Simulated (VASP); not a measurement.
Runs of VASP 6.6.1 on AlN. The structure is that of space group P6_3mc (No. 186), or close to it. The cells are those of the table. 

| cell | gap on the mesh (eV) | pressure (GPa) | largest force (eV/Å) |
| --- | --- | --- | --- |
| a = 3.204, b = 3.204, c = 5.053 Å, angles 90.0, 90.0, 120.0°, 4 atoms | 3.42 | (c) | 0.06 |
| a = 3.158, b = 3.158, c = 5.127 Å, angles 90.0, 90.0, 120.0°, 4 atoms | 3.61 | -10.2 | (a) |
| a = 3.204, b = 3.204, c = 4.978 Å, angles 90.0, 90.0, 120.0°, 4 atoms | 3.51 | (d) | 0.10 |
| a = 3.111, b = 3.111, c = 5.127 Å, angles 90.0, 90.0, 120.0°, 4 atoms | 3.89 | -4.7 | (b) |
| a = 3.158, b = 3.158, c = 4.978 Å, angles 90.0, 90.0, 120.0°, 4 atoms | 3.80 | -5.6 | 0.02 |

Alike in all rows: task single point; level PBEsol; potentials or basis VASP PAW PBE potentials, release 64 (Al, N); no spin polarisation; k mesh 12 × 12 × 6; cutoff (eV) 600; smearing gaussian 0.05 eV.

**Question.** Estimate the missing entries.

**Answer.** (a) 0.28; (b) 0.42; (c) -12.9; (d) -10.6.

Caveats: the PAW data sets were made with another functional, which shifts forces and pressure a little.

A k mesh can miss the band edges.
